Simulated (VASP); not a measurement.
# HC12 (a cell with a defect) in VASP: further runs

HC12 (a cell with a defect) is run at these levels: LDA; tasks: single point.

Program: VASP 6.6.1. These are calculated values, not measurements. Logs are shortened: lines on timing, memory, paths and dates and some standing lists are left out, and cuts for length are marked.

## (1) The cell of the first run

The cell holds a defect, 13 atoms: a = 4.325 Å, b = 4.325 Å, c = 4.325 Å, α = 80.41°, β = 70.53°, γ = 60.00°.

## (2) Single point, LDA

INCAR

```
ALGO = Normal
EDIFF = 1E-7
ENCUT = 520
GGA = CA
ISIF = 2
ISMEAR = 0
LASPH = True
LCHARG = False
LREAL = False
LWAVE = False
NBANDS = 36
NELECT = 48.0
NELM = 100
PREC = Accurate
SIGMA = 0.05
```

KPOINTS

```
k-points
0
Gamma
  6 6 6
```

POSCAR

```
HC12
1.0
    1.7657489870     -3.5314979740     -1.7657489870
    3.5314979740     -1.7657489870      1.7657489870
   -1.7657489870     -3.5314979740      1.7657489870
C H
12 1
Direct
    0.2500000000      1.0000000000      0.2500000000
    0.0833333333      0.3333333333      0.7500000000
    0.9166666667      0.6666666667      0.2500000000
    0.7500000000      1.0000000000      0.7500000000
    0.5833333333      0.3333333333      0.2500000000
    0.4166666667      0.6666666667      0.7500000000
    0.9583333333      0.3333333333      0.1250000000
    0.7916666667      0.6666666667      0.6250000000
    0.6250000000      1.0000000000      0.1250000000
    0.4583333333      0.3333333333      0.6250000000
    0.2916666667      0.6666666667      0.1250000000
    0.1250000000      1.0000000000      0.6250000000
    1.2638888889      0.3055555556      0.4583333333
```

Potentials or basis: VASP PAW LDA potentials, release 64 (C, H).

Run with:

```
cat potpaw_LDA.64/C/POTCAR potpaw_LDA.64/H/POTCAR > POTCAR
mpirun -np 1 vasp_std > vasp.out
```

OUTCAR:

```text
EDIFF = 1E-7
   ENCUT = 520
   GGA = CA
   ISIF = 2
   ISMEAR = 0
   LASPH = True
   LREAL = False
   NELECT = 48.0
   NELM = 100
   PREC = Accurate

 ion  position               nearest neighbor table
   1  0.250  0.000  0.250-  11 1.53   9 1.53   7 1.53  12 1.53
   2  0.083  0.333  0.750-  13 1.23  12 1.53  10 1.53   7 1.53   8 1.53
   3  0.917  0.667  0.250-   8 1.53   9 1.53  11 1.53   7 1.53
   4  0.750  0.000  0.750-   8 1.53   9 1.53  10 1.53  12 1.53
   5  0.583  0.333  0.250-  13 1.43   9 1.53  10 1.53  11 1.53   7 1.53
   6  0.417  0.667  0.750-   8 1.53  11 1.53  12 1.53  10 1.53
   7  0.958  0.333  0.125-   1 1.53   2 1.53   5 1.53   3 1.53
   8  0.792  0.667  0.625-   4 1.53   3 1.53   2 1.53   6 1.53
   9  0.625  0.000  0.125-   5 1.53   3 1.53   4 1.53   1 1.53
  10  0.458  0.333  0.625-  13 1.33   4 1.53   5 1.53   2 1.53   6 1.53
  11  0.292  0.667  0.125-   1 1.53   3 1.53   5 1.53   6 1.53
  12  0.125  0.000  0.625-   2 1.53   1 1.53   4 1.53   6 1.53
  13  0.264  0.306  0.458-   2 1.23  10 1.33   5 1.43

  LATTYP: Found a base centered monoclinic cell.
 ALAT       =     4.3251840320
 B/A-ratio  =     1.7320508076
 C/A-ratio  =     1.0000000000
 COS(beta)  =    -0.3333333333

  Lattice vectors:

 A1 = (   1.7657489870,   1.7657489870,   3.5314979740)
 A2 = (  -3.5314979740,   1.7657489870,  -1.7657489870)
 A3 = (  -1.7657489870,  -3.5314979740,   1.7657489870)

Analysis of symmetry for initial positions (statically):
=====================================================================
 Subroutine PRICEL returns:
 Original cell was already a primitive cell.

 Routine SETGRP: Setting up the symmetry group for a
 base centered monoclinic supercell.

 Subroutine GETGRP returns: Found  1 space group operations
 (whereof  1 operations were pure point group operations)
 out of a pool of  4 trial point group operations.

The static configuration has the point symmetry C_1 .

Analysis of symmetry for dynamics (positions and initial velocities):
=====================================================================
 Subroutine PRICEL returns:
 Original cell was already a primitive cell.

 Routine SETGRP: Setting up the symmetry group for a
 base centered monoclinic supercell.

 Subroutine GETGRP returns: Found  1 space group operations
 (whereof  1 operations were pure point group operations)
 out of a pool of  4 trial point group operations.

The dynamic configuration has the point symmetry C_1 .

 Subroutine INISYM returns: Found  1 space group operations
 (whereof  1 operations are pure point group operations),
 and found     1 'primitive' translations

----------------------------------------------------------------------------------------

                                     Primitive cell

  volume of cell :      66.0645

  direct lattice vectors                    reciprocal lattice vectors
     1.765748987 -3.531497974 -1.765748987     0.047194326 -0.141582978 -0.235971630
     3.531497974 -1.765748987  1.765748987     0.188777304  0.000000000  0.188777304
    -1.765748987 -3.531497974  1.765748987    -0.141582978 -0.141582978  0.141582978

  length of vectors
     4.325184032  4.325184032  4.325184032     0.279205398  0.266971424  0.245228911

  position of ions in fractional coordinates (direct lattice)
     0.250000000  0.000000000  0.250000000
     0.083333333  0.333333333  0.750000000
     0.916666667  0.666666667  0.250000000
     0.750000000  0.000000000  0.750000000
     0.583333333  0.333333333  0.250000000
     0.416666667  0.666666667  0.750000000
     0.958333333  0.333333333  0.125000000
     0.791666667  0.666666667  0.625000000
     0.625000000  0.000000000  0.125000000
     0.458333333  0.333333333  0.625000000
     0.291666667  0.666666667  0.125000000
     0.125000000  0.000000000  0.625000000
     0.263888889  0.305555556  0.458333333

  ion indices of the primitive-cell ions
   primitive index   ion index
                 1           1
                 2           2
                 3           3
                 4           4
                 5           5
                 6           6
                 7           7
                 8           8
                 9           9
                10          10
                11          11
                12          12
                13          13

----------------------------------------------------------------------------------------

 KPOINTS: k-points

Automatic generation of k-mesh.
 Grid dimensions read from file:
 generate k-points for:    6    6    6

 Generating k-lattice:

  Cartesian coordinates                     Fractional coordinates (reciprocal lattice)
     0.007865721 -0.023597163 -0.039328605     0.166666667 -0.000000000 -0.000000000
     0.031462884  0.000000000  0.031462884     0.000000000  0.166666667  0.000000000
    -0.023597163 -0.023597163  0.023597163     0.000000000  0.000000000  0.166666667

  Length of vectors
     0.046534233  0.044495237  0.040871485

  Shift w.r.t. Gamma in fractional coordinates (k-lattice)
     0.000000000  0.000000000  0.000000000

 Subroutine IBZKPT returns following result:
 ===========================================

 Found    112 irreducible k-points:

 Following reciprocal coordinates:
            Coordinates               Weight
  0.000000  0.000000  0.000000      1.000000
  0.166667  0.000000  0.000000      2.000000
 -0.166667 -0.166667 -0.000000      2.000000
  0.333333 -0.000000  0.000000      2.000000
 -0.333333 -0.333333 -0.000000      2.000000
  0.500000 -0.000000  0.000000      1.000000
[... 16 lines left out ...]
 -0.166667 -0.166667 -0.166667      2.000000
  0.333333 -0.000000  0.166667      2.000000
 [... further k-points ...]
   k-points           NKPTS =    112   k-points in BZ     NKDIM =    112   number of bands    NBANDS=     36
   number of dos      NEDOS =    301   number of ions     NIONS =     13
   total plane-waves  NPLWV =  32768
   dimension x,y,z NGX =    32 NGY =   32 NGZ =   32
   dimension x,y,z NGXF=    64 NGYF=   64 NGZF=   64
   ions per type =              12   1
   NGX,Y,Z   is equivalent  to a cutoff of  12.30, 12.30, 12.30 a.u.
   NGXF,Y,Z  is equivalent  to a cutoff of  24.60, 24.60, 24.60 a.u.
 SYSTEM =  unknown system
   PREC   = accura    normal or accurate (medium, high low for compatibility)
   ISTART =      0    job   : 0-new  1-cont  2-samecut
   ICHARG =      2    charge: 1-file 2-atom 10-const
   ISPIN  =      1    spin polarized calculation?
   LNONCOLLINEAR =      F non collinear calculations
   LSORBIT =      F    spin-orbit coupling
   LASPH  =      T    aspherical Exc in radial PAW
   ENCUT  =  520.0 eV  38.22 Ry    6.18 a.u.   8.04  8.04  8.04*2*pi/ulx,y,z
   NELM   =    100;   NELMIN=  2; NELMDL= -5     # of ELM steps
   EDIFF  = 0.1E-06   stopping-criterion for ELM
   LREAL  =      F    real-space projection
   EDIFFG = 0.1E-05   stopping-criterion for IOM
   NSW    =      0    number of steps for IOM
   IBRION =     -1    ionic relax: 0-MD 1-quasi-New 2-CG
   NFREE  =      0    steps in history (QN), initial steepest desc. (CG)
   ISIF   =      2    stress and relaxation
   ISYM   =      2    0-nonsym 1-usesym 2-fastsym
   POTIM  = 0.5000    time-step for ionic-motion
   TEBEG  =    0.0;   TEEND  =   0.0 temperature during run
   PSTRESS=    0.0 pullay stress
   NELECT =      48.0000    total number of electrons
   NUPDOWN=      -1.0000    fix difference up-down
   EMIN   =  10.00;   EMAX   =-10.00  energy-range for DOS
   EFERMI =   0.00;   METHOD = LEGACY
   ISMEAR =     0;   SIGMA  =   0.05  broadening in eV -4-tet -1-fermi 0-gaus
   EFERMI_NEDOS =   21; number of points for ismear=-14 and -15
   IALGO  =     38    algorithm
   IMIX   =      4    mixing-type and parameters
     AMIX     =   0.40;   BMIX     =  1.00
     AMIX_MAG =   1.60;   BMIX_MAG =  1.00
  volume/ion in A,a.u.               =       5.08        34.29
  Fermi-wavevector in a.u.,A,eV,Ry     =   1.471745  2.781195 29.470667  2.166033
  Thomas-Fermi vector in A             =   2.586844
   LORBIT       =      0    0 simple, 1 ext, 2 COOP (PROOUT), +10 PAW based schemes
   GGA     = CA    functional components
   LHFCALC =     F    Hartree Fock is set to
   AEXX    =    0.0000 exact exchange contribution
   IVDW    =     0    specifies the selected vdW correction
   LEPSILON=     F    determine dielectric tensor
   LRPA    =     F    only Hartree local field effects (RPA)
 non-spin polarized calculation
 Gauss-broadening in eV      SIGMA  =   0.05
  energy-cutoff  :      520.00
  volume of cell :       66.06
 maximum number of plane-waves:      1807
   NGX = 17   NGY = 17   NGZ = 17

 number of electron      47.9999999 magnetization

 Free energy of the ion-electron system (eV)
  ---------------------------------------------------
  ext. energy  EPLUGINS =         0.00000000
  ---------------------------------------------------
  free energy    TOTEN  =      -131.67836060 eV

  energy without entropy =     -131.67836060  energy(sigma->0) =     -131.67836060

 E-fermi :  10.6695     XC(G=0): -13.6639

 val. band max:       10.3555753332   @ k =   0.0000   0.0000   0.0000
 cond. band min:      12.5433629235   @ k =   0.3333  -0.3333   0.3333
 fundamental gap:      2.1877875903
 Fermi energy:        10.6695323400

 k-point     1 :       0.0000    0.0000    0.0000
  band No.  band energies     occupation
      1     -11.9209      2.00000
      2      -5.8767      2.00000
      3      -5.0802      2.00000
      4      -3.8914      2.00000
      5      -3.7337      2.00000
      6      -3.4595      2.00000
[... 28 lines left out ...]
     35      20.1626      0.00000
     36      20.8207      0.00000

 k-point     2 :       0.1667    0.0000    0.0000
  band No.  band energies     occupation
      1     -11.6839      2.00000
      2      -6.4409      2.00000
      3      -5.3001      2.00000
      4      -4.8735      2.00000
      5      -4.1829      2.00000
      6      -3.6105      2.00000
[... 28 lines left out ...]
     35      20.3103      0.00000
     36      20.5809      0.00000

 k-point     3 :      -0.1667   -0.1667   -0.0000
  band No.  band energies     occupation
      1     -11.6829      2.00000
      2      -6.4389      2.00000
      3      -5.3299      2.00000
      4      -4.8869      2.00000
      5      -4.1531      2.00000
      6      -3.5227      2.00000
[... 28 lines left out ...]
     35      20.3150      0.00000
     36      20.5802      0.00000

 k-point     4 :       0.3333   -0.0000    0.0000
  band No.  band energies     occupation
      1     -11.0049      2.00000
      2      -7.9222      2.00000
      3      -5.8372      2.00000
      4      -5.1708      2.00000
      5      -4.8885      2.00000
      6      -4.0646      2.00000
[... 28 lines left out ...]
     35      20.3254      0.00000
     36      20.6287      0.00000

 k-point     5 :      -0.3333   -0.3333   -0.0000
  band No.  band energies     occupation
      1     -10.9997      2.00000
      2      -7.9270      2.00000
      3      -5.8873      2.00000
      4      -5.2064      2.00000
      5      -4.8331      2.00000
      6      -4.0113      2.00000
[... 655 lines left out ...]
 k-point    22 :       0.1667   -0.0000    0.1667
  band No.  band energies     occupation
      1     -11.6238      2.00000
      2      -6.5136      2.00000
      3      -5.4468      2.00000
      4      -4.6300      2.00000
      5      -4.1058      2.00000
      6      -3.4380      2.00000
[... 28 lines left out ...]
     35      20.6367      0.00000
     36      21.6569      0.00000

 k-point    23 :      -0.1667   -0.1667   -0.1667
  band No.  band energies     occupation
      1     -11.6224      2.00000
      2      -6.5334      2.00000
      3      -5.4649      2.00000
      4      -4.5831      2.00000
      5      -4.0412      2.00000
      6      -3.5007      2.00000
[... 28 lines left out ...]
     35      20.6634      0.00000
     36      21.6178      0.00000

 k-point    24 :       0.3333   -0.0000    0.1667
  band No.  band energies     occupation
      1     -11.0557      2.00000
      2      -7.3889      2.00000
      3      -5.8937      2.00000
      4      -5.2025      2.00000
      5      -4.8098      2.00000
      6      -4.2868      2.00000
[... 28 lines left out ...]
     35      19.7224      0.00000
     36      20.5903      0.00000

 [... further k-points ...]
[... 5 lines left out ...]
  --------------------------------------------------------------------------------------
  -------------------------------------------------------------------------------------
  Total       -7.4776919     -8.6269867     -7.2898430     -0.3409330     -0.1233057     -1.2461341
  in kB     -181.3468461   -209.2192154   -176.7911884     -8.2682088     -2.9903738    -30.2208872
  external PRESSURE =    -189.1190833 kB  Pullay stress =       0.0000000 kB

 VOLUME and BASIS-vectors are now :
 -----------------------------------------------------------------------------
  energy-cutoff  :      520.00
  volume of cell :       66.06
      direct lattice vectors                 reciprocal lattice vectors
     1.765748987 -3.531497974 -1.765748987     0.047194326 -0.141582978 -0.235971630
     3.531497974 -1.765748987  1.765748987     0.188777304  0.000000000  0.188777304
    -1.765748987 -3.531497974  1.765748987    -0.141582978 -0.141582978  0.141582978

 POSITION                                       TOTAL-FORCE (eV/Angst)
 -----------------------------------------------------------------------------------
      0.00000     -1.76575      0.00000        -0.180217      0.734454     -0.461665
     -0.00000     -3.53150      1.76575        -1.704677      0.252218      2.312946
      3.53150     -5.29725     -0.00000         0.375909      0.453215      0.172628
      0.00000     -5.29725      0.00000        -0.182939      0.066483      0.058816
      1.76575     -3.53150      0.00000         1.638920      0.411688     -1.355932
      1.76575     -5.29725      1.76575         0.078171     -0.005544      0.272634
      2.64862     -4.41437     -0.88287        -0.201054     -0.624226      0.061962
      2.64862     -6.18012      0.88287         0.145892      0.450355      0.652273
      0.88287     -2.64862     -0.88287        -0.020790      0.308269     -0.674957
      0.88287     -4.41437      0.88287         0.534366     -2.449254     -0.400972
      2.64862     -2.64862      0.88287         0.397679      0.254440      0.051853
     -0.88287     -2.64862      0.88287        -1.048404      0.638001     -0.186722
      0.73573     -3.09006      0.88287         0.167142     -0.490101     -0.502865
 -----------------------------------------------------------------------------------
    total drift:                                0.000138      0.000143     -0.000145

  FREE ENERGIE OF THE ION-ELECTRON SYSTEM (eV)
  ---------------------------------------------------
  free  energy   TOTEN  =      -131.6783605994 eV

  energy  without entropy=     -131.6783605994  energy(sigma->0) =     -131.67836060
```

Wall time 3.3 min (1 thread of Intel Xeon 6975P-C, shared host); peak memory 0.28 GiB.

Results:

| Item | Value |
| --- | --- |
| Free energy | -131.6784 eV |
| Largest force | 2.884 eV/Å |

Forces in eV/Å, atoms in the order of the input:
```
C   -0.180  0.734 -0.462
C   -1.705  0.252  2.313
C    0.376  0.453  0.173
C   -0.183  0.066  0.059
C    1.639  0.412 -1.356
C    0.078 -0.006  0.273
C   -0.201 -0.624  0.062
C    0.146  0.450  0.652
C   -0.021  0.308 -0.675
C    0.534 -2.449 -0.401
C    0.398  0.254  0.052
C   -1.048  0.638 -0.187
H    0.167 -0.490 -0.503
```

Caveat: the cell carries a net charge on a neutralising background, which shifts energy and pressure; the cell is charged against a uniform background, so pressure and absolute levels hang on convention.

(Continued in part 2 of 2.)
